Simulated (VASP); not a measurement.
# CdF2 (I4/mmm) in VASP: notebook

The runs below take CdF2 through single point, with PBEsol.

All numbers are computed with VASP 6.6.1; they aren't measurements. Logs are shortened: lines on timing, memory, paths and dates and some standing lists are left out, and cuts for length are marked.

**1. The cell of the first run**

It takes space group I4/mmm (No. 139, tetragonal). Conventional cell: a = 3.689 Å, b = 3.689 Å, c = 4.816 Å, α = 90.00°, β = 90.00°, γ = 90.00°. Cd (site symmetry 4/mmm) has 8 F at 2.20 Å within 2.9 Å. F (site symmetry -4m2) has 4 Cd at 2.20 Å and 6 F at 2.41 to 2.61 Å within 2.9 Å.

**2. Single point, PBEsol (10.93 Å³/atom)**

File INCAR:

```
SYSTEM = CdF2
ALGO = Normal
EDIFF = 1E-6
ENCUT = 700
GGA = PS
GGA_COMPAT = .FALSE.
ISIF = 2
ISMEAR = 0
LASPH = .TRUE.
LCHARG = .TRUE.
LELF = .TRUE.
LREAL = .FALSE.
LVHAR = .TRUE.
LWAVE = .FALSE.
NBANDS = 24
NELM = 120
PREC = Accurate
SIGMA = 0.05
```

File KPOINTS:

```
k-points
0
G
  8 8 8
  0 0 0
```

File POSCAR:

```
CdF2
1.0
    0.0000000000      2.6088568604      2.4079748821
    2.6088568604      0.0000000000      2.4079748821
    2.6088568604      2.6088568604      0.0000000000
Cd F
1 2
Direct
    0.0000000000      0.0000000000      0.0000000000
    0.2500000000      0.2500000000      0.2500000000
    0.7500000000      0.7500000000      0.7500000000
```

Potentials or basis: VASP PAW PBE potentials, release 64 (Cd_sv_GW, F).

The run is started by

```bash
$ cat potpaw_PBE.64/Cd_sv_GW/POTCAR potpaw_PBE.64/F/POTCAR > POTCAR
$ mpirun -np 1 vasp_std > vasp.out
```

OUTCAR:

```text
SYSTEM = CdF2
   EDIFF = 1E-6
   ENCUT = 700
   GGA = PS
   ISIF = 2
   ISMEAR = 0
   LASPH = .TRUE.
   LREAL = .FALSE.
   NELM = 120
   PREC = Accurate

 ion  position               nearest neighbor table
   1  0.000  0.000  0.000-   2 2.20   3 2.20   3 2.20   3 2.20   3 2.20   2 2.20   2 2.20   2 2.20

   2  0.250  0.250  0.250-   1 2.20   1 2.20   1 2.20   1 2.20
   3  0.750  0.750  0.750-   1 2.20   1 2.20   1 2.20   1 2.20

  LATTYP: Found a body centered tetragonal cell.
 ALAT       =     3.6894807543
 C/A-ratio  =     1.3053191180

  Lattice vectors:

 A1 = (   0.0000000000,  -2.6088568604,  -2.4079748821)
 A2 = (   0.0000000000,   2.6088568604,  -2.4079748821)
 A3 = (   2.6088568604,   0.0000000000,   2.4079748821)

Analysis of symmetry for initial positions (statically):
=====================================================================
 Subroutine PRICEL returns:
 Original cell was already a primitive cell.

 Routine SETGRP: Setting up the symmetry group for a
 body centered tetragonal supercell.

 Subroutine GETGRP returns: Found 16 space group operations
 (whereof 16 operations were pure point group operations)
 out of a pool of 16 trial point group operations.

The static configuration has the point symmetry D_4h.

Analysis of symmetry for dynamics (positions and initial velocities):
=====================================================================
 Subroutine PRICEL returns:
 Original cell was already a primitive cell.

 Routine SETGRP: Setting up the symmetry group for a
 body centered tetragonal supercell.

 Subroutine GETGRP returns: Found 16 space group operations
 (whereof 16 operations were pure point group operations)
 out of a pool of 16 trial point group operations.

The dynamic configuration has the point symmetry D_4h.

 Subroutine INISYM returns: Found 16 space group operations
 (whereof 16 operations are pure point group operations),
 and found     1 'primitive' translations

----------------------------------------------------------------------------------------

                                     Primitive cell

  volume of cell :      32.7780

  direct lattice vectors                    reciprocal lattice vectors
     0.000000000  2.608856860  2.407974882    -0.191654823  0.191654823  0.207643362
     2.608856860  0.000000000  2.407974882     0.191654823 -0.191654823  0.207643362
     2.608856860  2.608856860  0.000000000     0.191654823  0.191654823 -0.207643362

  length of vectors
[... 82 lines left out ...]
   ENCUT  =  700.0 eV  51.45 Ry    7.17 a.u.   7.66  7.66  7.96*2*pi/ulx,y,z
   NELM   =    120;   NELMIN=  2; NELMDL= -5     # of ELM steps
   EDIFF  = 0.1E-05   stopping-criterion for ELM
   LREAL  =      F    real-space projection
   EDIFFG = 0.1E-04   stopping-criterion for IOM
   NSW    =      0    number of steps for IOM
   IBRION =     -1    ionic relax: 0-MD 1-quasi-New 2-CG
   NFREE  =      0    steps in history (QN), initial steepest desc. (CG)
   ISIF   =      2    stress and relaxation
   ISYM   =      2    0-nonsym 1-usesym 2-fastsym
   POTIM  = 0.5000    time-step for ionic-motion
   TEBEG  =    0.0;   TEEND  =   0.0 temperature during run
   PSTRESS=    0.0 pullay stress
   NELECT =      34.0000    total number of electrons
   NUPDOWN=      -1.0000    fix difference up-down
   EMIN   =  10.00;   EMAX   =-10.00  energy-range for DOS
   EFERMI =   0.00;   METHOD = LEGACY
   ISMEAR =     0;   SIGMA  =   0.05  broadening in eV -4-tet -1-fermi 0-gaus
   EFERMI_NEDOS =   21; number of points for ismear=-14 and -15
   IALGO  =     38    algorithm
   IMIX   =      4    mixing-type and parameters
     AMIX     =   0.40;   BMIX     =  1.00
     AMIX_MAG =   1.60;   BMIX_MAG =  1.00
  volume/ion in A,a.u.               =      10.93        73.73
  Fermi-wavevector in a.u.,A,eV,Ry     =   1.657195  3.131645 37.365622  2.746296
  Thomas-Fermi vector in A             =   2.744990
   LORBIT       =      0    0 simple, 1 ext, 2 COOP (PROOUT), +10 PAW based schemes
   GGA     = PS    functional components
   LHFCALC =     F    Hartree Fock is set to
   AEXX    =    0.0000 exact exchange contribution
   IVDW    =     0    specifies the selected vdW correction
   LEPSILON=     F    determine dielectric tensor
   LRPA    =     F    only Hartree local field effects (RPA)
 non-spin polarized calculation
 Gauss-broadening in eV      SIGMA  =   0.05
  energy-cutoff  :      700.00
  volume of cell :       32.78
 maximum number of plane-waves:      1397
   NGX = 15   NGY = 15   NGZ = 15

 number of electron      33.9999991 magnetization

 Free energy of the ion-electron system (eV)
  ---------------------------------------------------
  ext. energy  EPLUGINS =         0.00000000
  ---------------------------------------------------
  free energy    TOTEN  =       -11.18474033 eV

  energy without entropy =      -11.18474033  energy(sigma->0) =      -11.18474033

 E-fermi :   2.8219     XC(G=0): -11.9096

 val. band max:        2.5293008398   @ k =  -0.1250   0.5000   0.3750
 cond. band min:       5.9059224351   @ k =   0.0000   0.0000   0.0000
 fundamental gap:      3.3766215953
 Fermi energy:         2.8219005618

 k-point     1 :       0.0000    0.0000    0.0000
  band No.  band energies     occupation
      1     -95.6763      2.00000
      2     -56.8450      2.00000
      3     -56.8126      2.00000
      4     -56.8126      2.00000
      5     -19.4734      2.00000
      6     -17.6954      2.00000
[... 637 lines left out ...]
     23      22.9547      0.00000
     24      24.5578      0.00000

 [... further k-points ...]

------------------------ aborting loop because EDIFF is reached ----------------------------------------

  FORCE on cell =-STRESS in cart. coord.  units (eV):
  Direction    XX          YY          ZZ          XY          YZ          ZX
  --------------------------------------------------------------------------------------
  -------------------------------------------------------------------------------------
  Total        5.0772530      5.0772530      7.2181972      0.0000000      0.0000000     -0.0000000
  in kB      248.1743763    248.1743763    352.8229908      0.0000000      0.0000000     -0.0000000
  external PRESSURE =     283.0572478 kB  Pullay stress =       0.0000000 kB

 VOLUME and BASIS-vectors are now :
 -----------------------------------------------------------------------------
  energy-cutoff  :      700.00
  volume of cell :       32.78
      direct lattice vectors                 reciprocal lattice vectors
     0.000000000  2.608856860  2.407974882    -0.191654823  0.191654823  0.207643362
     2.608856860  0.000000000  2.407974882     0.191654823 -0.191654823  0.207643362
     2.608856860  2.608856860  0.000000000     0.191654823  0.191654823 -0.207643362

 POSITION                                       TOTAL-FORCE (eV/Angst)
 -----------------------------------------------------------------------------------
      0.00000      0.00000      0.00000        -0.000000      0.000000      0.000000
      1.30443      1.30443      1.20399        -0.000000     -0.000000      0.000000
      3.91329      3.91329      3.61196         0.000000      0.000000     -0.000000
 -----------------------------------------------------------------------------------
    total drift:                                0.000000     -0.000000      0.000000

  FREE ENERGIE OF THE ION-ELECTRON SYSTEM (eV)
  ---------------------------------------------------
  free  energy   TOTEN  =       -11.1847403257 eV

  energy  without entropy=      -11.1847403257  energy(sigma->0) =      -11.18474033
```

OSZICAR:

```text
N       E                     dE             d eps       ncg     rms          rms(c)
DAV:   1     0.676870134488E+03    0.67687E+03   -0.23477E+04  2888   0.244E+03
DAV:   2     0.469992911244E+02   -0.62987E+03   -0.57408E+03  2832   0.726E+02
DAV:   3    -0.106260222951E+02   -0.57625E+02   -0.56978E+02  4344   0.246E+02
DAV:   4    -0.123984841059E+02   -0.17725E+01   -0.17721E+01  3272   0.445E+01
DAV:   5    -0.124724488673E+02   -0.73965E-01   -0.73963E-01  4288   0.881E+00    0.174E+01
DAV:   6    -0.111922708031E+02    0.12802E+01   -0.28227E+00  4208   0.400E+01    0.140E+01
DAV:   7    -0.111926563514E+02   -0.38555E-03   -0.34289E-01  3088   0.635E+00    0.865E+00
DAV:   8    -0.111888138302E+02    0.38425E-02   -0.70865E-02  4304   0.513E+00    0.125E+00
DAV:   9    -0.111848606727E+02    0.39532E-02   -0.21200E-02  4464   0.429E+00    0.421E-01
DAV:  10    -0.111846631902E+02    0.19748E-03   -0.20085E-03  4360   0.102E+00    0.707E-02
DAV:  11    -0.111847341861E+02   -0.70996E-04   -0.18064E-04  4248   0.318E-01    0.118E-02
DAV:  12    -0.111847378150E+02   -0.36289E-05   -0.15638E-05  4384   0.666E-02    0.551E-03
DAV:  13    -0.111847403084E+02   -0.24934E-05   -0.23361E-06  3024   0.210E-02    0.102E-02
DAV:  14    -0.111847403257E+02   -0.17262E-07   -0.27789E-07  2520   0.579E-03
   1 F= -.11184740E+02 E0= -.11184740E+02  d E =-.349223E-18
```

It took 32 s on 1 thread of Intel Xeon 6975P-C (Granite Rapids), shared host; peak memory 0.23 GiB.

Results:

* Free energy: -11.1847 eV
* Pressure: 28.3 GPa
* Band gap on the k mesh: 3.38 eV (least direct gap 3.61 eV)

Levels at points of the mesh, in eV from the valence-band top:
```csv
k point,band 13,band 14,band 15,band 16,band 17,band 18,band 19,band 20,band 21,band 22
"(0.00, 0.00, 0.00)",-1.92,-1.03,-0.55,-0.24,-0.24,3.38,13.10,13.18,13.18,18.90
"(0.50, 0.00, 0.00)",-3.34,-2.86,-2.63,-0.35,-0.33,8.30,9.21,15.38,16.21,18.60
"(0.50, 0.50, 0.00)",-3.80,-3.21,-0.60,-0.25,-0.25,8.86,10.24,12.17,15.26,15.26
"(0.50, 0.00, 0.50)",-3.95,-3.42,-1.20,-0.26,-0.02,9.29,10.35,11.85,15.21,16.21
```

Caveat: the stress differs along the axes, from 25 to 35 GPa; the PAW data sets were made with another functional, which shifts forces and pressure a little. A k mesh can miss the band edges.

**3. Single point, PBEsol (12.49 Å³/atom)**

This run uses another cell than the first one, of 12.49 Å³/atom.

File INCAR:

```
SYSTEM = CdF2
PREC = Accurate
ENCUT = 700
EDIFF = 1E-6
ISMEAR = 0
SIGMA = 0.05
LREAL = .False.
LASPH = .True.
NELM = 120
ALGO = Normal
ISIF = 2
LWAVE = .False.
LCHARG = .True.
GGA = PS
LELF = .True.
LVHAR = .True.
NBANDS = 24
GGA_COMPAT = .False.
```

File KPOINTS:

```
regular mesh
0
Gamma
  8 8 8
  0 0 0
```

File POSCAR:

```
CdF2
1.0
    0.0000000000      2.7275389608      2.5175184609
    2.7275389608      0.0000000000      2.5175184609
    2.7275389608      2.7275389608      0.0000000000
Cd F
1 2
Direct
    0.0000000000      0.0000000000      0.0000000000
    0.2500000000      0.2500000000      0.2500000000
    0.7500000000      0.7500000000      0.7500000000
```

Potentials or basis: VASP PAW PBE potentials, release 64 (Cd_sv_GW, F).

The run is started by

```bash
$ cat potpaw_PBE.64/Cd_sv_GW/POTCAR potpaw_PBE.64/F/POTCAR > POTCAR
$ mpirun -np 1 vasp_std > vasp.out
```

OUTCAR:

```text
SYSTEM = CdF2
   PREC = Accurate
   ENCUT = 700
   EDIFF = 1E-6
   ISMEAR = 0
   LREAL = .False.
   LASPH = .True.
   NELM = 120
   ISIF = 2
   GGA = PS

 ion  position               nearest neighbor table
   1  0.000  0.000  0.000-
   2  0.250  0.250  0.250-
   3  0.750  0.750  0.750-

  LATTYP: Found a body centered tetragonal cell.
 ALAT       =     3.8573225903
 C/A-ratio  =     1.3053191181

  Lattice vectors:

 A1 = (   0.0000000000,  -2.7275389608,  -2.5175184609)
 A2 = (   0.0000000000,   2.7275389608,  -2.5175184609)
 A3 = (   2.7275389608,   0.0000000000,   2.5175184609)

Analysis of symmetry for initial positions (statically):
=====================================================================
 Subroutine PRICEL returns:
 Original cell was already a primitive cell.

 Routine SETGRP: Setting up the symmetry group for a
 body centered tetragonal supercell.

 Subroutine GETGRP returns: Found 16 space group operations
 (whereof 16 operations were pure point group operations)
 out of a pool of 16 trial point group operations.

The static configuration has the point symmetry D_4h.

Analysis of symmetry for dynamics (positions and initial velocities):
=====================================================================
 Subroutine PRICEL returns:
 Original cell was already a primitive cell.

 Routine SETGRP: Setting up the symmetry group for a
 body centered tetragonal supercell.

 Subroutine GETGRP returns: Found 16 space group operations
 (whereof 16 operations were pure point group operations)
 out of a pool of 16 trial point group operations.

The dynamic configuration has the point symmetry D_4h.

 Subroutine INISYM returns: Found 16 space group operations
 (whereof 16 operations are pure point group operations),
 and found     1 'primitive' translations

----------------------------------------------------------------------------------------

[... 111 lines left out ...]
   IALGO  =     38    algorithm
   IMIX   =      4    mixing-type and parameters
     AMIX     =   0.40;   BMIX     =  1.00
     AMIX_MAG =   1.60;   BMIX_MAG =  1.00
  volume/ion in A,a.u.               =      12.49        84.26
  Fermi-wavevector in a.u.,A,eV,Ry     =   1.585086  2.995379 34.184623  2.512499
  Thomas-Fermi vector in A             =   2.684605
   LORBIT       =      0    0 simple, 1 ext, 2 COOP (PROOUT), +10 PAW based schemes
   GGA     = PS    functional components
   LHFCALC =     F    Hartree Fock is set to
   AEXX    =    0.0000 exact exchange contribution
   IVDW    =     0    specifies the selected vdW correction
   LEPSILON=     F    determine dielectric tensor
   LRPA    =     F    only Hartree local field effects (RPA)
 non-spin polarized calculation
 Gauss-broadening in eV      SIGMA  =   0.05
  energy-cutoff  :      700.00
  volume of cell :       37.46
 maximum number of plane-waves:      1602
   NGX = 15   NGY = 15   NGZ = 17

 number of electron      33.9999995 magnetization

 Free energy of the ion-electron system (eV)
  ---------------------------------------------------
  ext. energy  EPLUGINS =         0.00000000
  ---------------------------------------------------
  free energy    TOTEN  =       -11.63682849 eV

  energy without entropy =      -11.63682849  energy(sigma->0) =      -11.63682849

 E-fermi :   1.3858     XC(G=0): -11.1112

 val. band max:        1.0761472130   @ k =  -0.1250   0.5000   0.3750
 cond. band min:       3.9466116794   @ k =   0.0000   0.0000   0.0000
 fundamental gap:      2.8704644664
 Fermi energy:         1.3857546042

 k-point     1 :       0.0000    0.0000    0.0000
  band No.  band energies     occupation
      1     -97.3086      2.00000
      2     -58.4581      2.00000
      3     -58.4267      2.00000
      4     -58.4267      2.00000
      5     -20.0174      2.00000
      6     -18.7241      2.00000
[... 637 lines left out ...]
     23      20.4105      0.00000
     24      21.8392      0.00000

 [... further k-points ...]

------------------------ aborting loop because EDIFF is reached ----------------------------------------

  FORCE on cell =-STRESS in cart. coord.  units (eV):
  Direction    XX          YY          ZZ          XY          YZ          ZX
  --------------------------------------------------------------------------------------
  -------------------------------------------------------------------------------------
  Total        0.2934769      0.2934769      2.5279337      0.0000000      0.0000000     -0.0000000
  in kB       12.5527809     12.5527809    108.1263841      0.0000000      0.0000000     -0.0000000
  external PRESSURE =      44.4106486 kB  Pullay stress =       0.0000000 kB

 VOLUME and BASIS-vectors are now :
 -----------------------------------------------------------------------------
  energy-cutoff  :      700.00
  volume of cell :       37.46
      direct lattice vectors                 reciprocal lattice vectors
     0.000000000  2.727538961  2.517518461    -0.183315438  0.183315438  0.198608275
     2.727538961  0.000000000  2.517518461     0.183315438 -0.183315438  0.198608275
     2.727538961  2.727538961  0.000000000     0.183315438  0.183315438 -0.198608275

 POSITION                                       TOTAL-FORCE (eV/Angst)
 -----------------------------------------------------------------------------------
      0.00000      0.00000      0.00000         0.000000      0.000000     -0.000000
      1.36377      1.36377      1.25876        -0.000000     -0.000000     -0.000000
      4.09131      4.09131      3.77628         0.000000      0.000000      0.000000
 -----------------------------------------------------------------------------------
    total drift:                                0.000000     -0.000000      0.000000

  FREE ENERGIE OF THE ION-ELECTRON SYSTEM (eV)
  ---------------------------------------------------
  free  energy   TOTEN  =       -11.6368284910 eV

  energy  without entropy=      -11.6368284910  energy(sigma->0) =      -11.63682849
```

stdout:

```text
POSCAR found type information on POSCAR CdF
 POSCAR found :  2 types and       3 ions
 scaLAPACK will be used
 -----------------------------------------------------------------------------
|                                                                             |
|                                                                             |
|     You enforced a specific xc type in the INCAR file but a different       |
|     I HOPE YOU KNOW WHAT YOU ARE DOING!                                     |
|                                                                             |
 -----------------------------------------------------------------------------

 LDA part: xc-table for (Slater+PW92), standard interpolation
 POSCAR, INCAR and KPOINTS ok, starting setup
 FFT: planning ... GRIDC
 FFT: planning ... GRID_SOFT
 FFT: planning ... GRID
 WAVECAR not read
 entering main loop
```

It took 34 s on 1 thread of Intel Xeon 6975P-C (Granite Rapids), shared host; peak memory 0.25 GiB.

Results:

```
Free energy            : -11.6368 eV
Pressure               : 4.4 GPa
Band gap on the k mesh : 2.87 eV (least direct gap 3.37 eV)
```

Caveat: the stress differs along the axes, from 1 to 11 GPa; the PAW data sets were made with another functional, which shifts forces and pressure a little.

**4. Single point, PBEsol (10.93 Å³/atom)**

File INCAR:

```
ALGO = Normal ; EDIFF = 1E-6
ENCUT = 700 ; GGA = PS
GGA_COMPAT = F ; ISIF = 2
ISMEAR = 0 ; LASPH = T
LCHARG = F ; LREAL = F
LWAVE = F ; NBANDS = 24
NELM = 120 ; PREC = Accurate
SIGMA = 0.05
```

File KPOINTS:

```
k-points
0
Gamma
  8 8 8
```

File POSCAR:

```
CdF2
1.0
    0.0000000000      2.4730971665      2.6796007799
    2.4730971665      0.0000000000      2.6796007799
    2.4730971665      2.4730971665      0.0000000000
Cd F
1 2
Direct
    0.0000000000      0.0000000000      0.0000000000
    0.2500000000      0.2500000000      0.2500000000
    0.7500000000      0.7500000000      0.7500000000
```

The run is started by

```bash
$ cat potpaw_PBE.64/Cd_sv_GW/POTCAR potpaw_PBE.64/F/POTCAR > POTCAR
$ mpirun -np 1 vasp_std > vasp.out
```

It took 30 s on 1 thread of Intel Xeon 6975P-C (Granite Rapids), shared host; peak memory 0.24 GiB.

It converged, with:

- Free energy: -11.1888 eV
- Pressure: 28.2 GPa
- Band gap on the k mesh: 3.42 eV (least direct gap 3.54 eV)

Stress tensor (GPa, compression positive):
```
31.32  0.00  0.00
 0.00 31.32  0.00
 0.00  0.00 21.98
```

Levels at points of the mesh, in eV from the valence-band top:
| k point | band 15 | band 16 | band 17 | band 18 | band 19 | band 20 |
| --- | --- | --- | --- | --- | --- | --- |
| (0.00, 0.00, 0.00) | -0.39 | -0.39 | -0.12 | 3.42 | 13.16 | 13.16 |
| (0.50, 0.00, 0.00) | -2.60 | -0.30 | -0.30 | 8.33 | 9.24 | 15.52 |
| (0.50, 0.50, 0.00) | -1.34 | -0.09 | -0.09 | 9.26 | 10.64 | 11.97 |
| (0.50, 0.00, 0.50) | -0.77 | -0.23 | -0.08 | 9.15 | 10.22 | 12.02 |

Caveat: the stress differs along the axes, from 22 to 31 GPa; the PAW data sets were made with another functional, which shifts forces and pressure a little.

(Continued in part 2 of 2.)
